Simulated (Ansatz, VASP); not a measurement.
## Two plane-wave programs on Ge

```xyz
1
Lattice="2.7121 0.0000 0.0000 0.0000 2.7121 0.0000 0.0000 0.0000 2.7121" Properties=species:S:1:pos:R:3 pbc="T T T"
Ge    0.0000    0.0000    0.0000
```

Alike in both runs: task electric field gradients; functional PBE; k mesh 13 × 13 × 13; occupations fermi-dirac, width 0.05 eV; no spin polarisation.

```csv
,VASP,Ansatz
version,VASP 6.6.1,Ansatz 0.2.0
potentials or method,"VASP PAW PBE potentials, release 64 (Ge_d)","PAW with Ansatz's default frozen-core files, scalar-relativistic"
plane-wave cutoff (eV),520,420
valence electrons in the cell,14,14
```

|  | VASP | Ansatz | Ansatz less VASP |
| --- | --- | --- | --- |
| pressure (GPa) | 0.0 | 0.0 | -0.04 |
